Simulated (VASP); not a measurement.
Write the native input for VASP 6.6.1 that does the following.

```yaml
Task: single point
Functional: LDA
Potentials_or_basis: VASP PAW LDA potentials, release 64 (Rb_sv, Br)
Cutoff: 520 eV
k_mesh: 6 × 6 × 6
Occupations: fermi-dirac, width 0.02 eV
Spin: no spin polarisation
Dipole_correction: no
Further_INCAR_settings: ALGO = Normal; EDIFF = 1e-06; NBANDS = 15
```

The structure of RbBr lies in POSCAR:

```
RbBr
1.0
    0.0000000000      3.7281094588      3.7281094588
    3.7281094588      0.0000000000      3.7281094588
    3.7281094588      3.7281094588      0.0000000000
Rb Br
1 1
Direct
    0.0000000000      0.0000000000      0.0000000000
    0.2500000000      0.2500000000      0.2500000000
```

One way to write it, as run:

INCAR

```
SYSTEM = RbBr
PREC = Accurate
ENCUT = 520
EDIFF = 1E-6
ISMEAR = -1
SIGMA = 0.02
LREAL = .False.
LASPH = .True.
NELM = 100
ALGO = Normal
ISIF = 2
LWAVE = .False.
LCHARG = .False.
NBANDS = 15
```

KPOINTS

```
Automatic mesh
0
Gamma
  6 6 6
  0 0 0
```

Potentials or basis: VASP PAW LDA potentials, release 64 (Rb_sv, Br).

Command:

```bash
$ cat potpaw_LDA.64/Rb_sv/POTCAR potpaw_LDA.64/Br/POTCAR > POTCAR
$ mpirun -np 1 vasp_std > vasp.out
```

It gave:

```
Pressure               : 0.0 GPa
Band gap on the k mesh : 3.92 eV, indirect (least direct gap 4.08 eV)
```

Run time: 20 s on 1 thread of Intel Xeon 6975P-C, on a shared host, peak memory 0.2 GiB.
